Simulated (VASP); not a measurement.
A run of VASP 6.6.1 is set up as follows.

Contents of INCAR:

```
PREC = Accurate ; ENCUT = 600
EDIFF = 1E-6 ; ISMEAR = 0
SIGMA = 0.2 ; LREAL = F
LASPH = T ; NELM = 120
ALGO = Normal ; ISIF = 2
LWAVE = F ; LCHARG = F
GGA = PE ; NBANDS = 29
GGA_COMPAT = F
```

Contents of KPOINTS:

```
regular mesh
0
Gamma
  3 3 3
```

POSCAR

```
Mg4CdS3
1.0
    3.7997113838      2.1937643903      3.2099532754
   -3.7997113838      2.1937643903      3.2099532754
    0.0000000000     -4.3875287806      3.2099532754
Mg Cd S
4 1 3
Direct
    0.5000000000      0.5000000000      0.0000000000
    0.0000000000      0.5000000000      0.5000000000
    0.5000000000      0.0000000000      0.5000000000
    0.0000000000      0.0000000000      0.0000000000
    0.5000000000      0.5000000000      0.5000000000
    0.0000000000      0.0000000000      0.5000000000
    0.5000000000      0.0000000000      0.0000000000
    0.0000000000      0.5000000000      0.0000000000
```

Potentials or basis: VASP PAW PBE potentials, release 64 (Mg, Cd, S).

The run is started by

```bash
$ cat potpaw_PBE.64/Mg/POTCAR potpaw_PBE.64/Cd/POTCAR potpaw_PBE.64/S/POTCAR > POTCAR
$ mpirun -np 1 vasp_std > vasp.out
```

Problem. What does it give for the band gap on the k mesh?

Solution. Zero (band 19 reaches 4.89 eV, above the bottom of band 20 at 4.28 eV).

Problem. Predict the pressure.

Solution. -0.2 GPa.

Stress tensor (GPa, compression positive):
```
-0.03  0.00  0.00
 0.00 -0.03  0.00
 0.00  0.00 -0.68
```

Caveat: the k points lie up to 0.39 Å⁻¹ apart.
